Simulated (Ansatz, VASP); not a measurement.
# BeS4 in VASP and in Ansatz

```xyz
5
Lattice="3.6545 -3.8375 0.0000 3.6545 3.8375 0.0000 0.0000 0.0000 3.2817" Properties=species:S:1:pos:R:3 pbc="T T T"
Be    0.0000    0.0000    0.0000
S     3.6545   -2.3839    1.6408
S     3.6545    2.3839    1.6408
S     2.0845    0.0000    0.0000
S     5.2245    0.0000    0.0000
```

Change from the starting cell: species swapped into the OsCl4 type (Cmmm, No. 65).

Alike in both runs: task relaxation of cell and atoms; functional PBE; k mesh 4 × 4 × 6; occupations gaussian, width 0.1 eV; no spin polarisation.

```csv
,VASP,Ansatz
version,VASP 6.6.1,Ansatz 0.2.0
potentials or method,"VASP PAW PBE potentials, release 64 (Be, S), cutoff 600 eV","scalar-relativistic, plane waves, PAW"
valence electrons in the cell,26,26
```

|  | VASP | Ansatz | Ansatz less VASP |
| --- | --- | --- | --- |
| gap on the k mesh at the Fermi level, each at its own relaxed structure (eV) | none | none | - |
| relaxed volume (Å³/atom) | 27.27 | 27.16 | -0.110 |
| relaxed length of the cell vector where the two differ most in proportion (Å) | 6.404 | 6.390 | -0.0139 |

A gap of «none» marks a metal or a gap that the smearing closes.

Noted on VASP's run: the volume moved by over 15 % at a fixed basis, so the end points are rough.
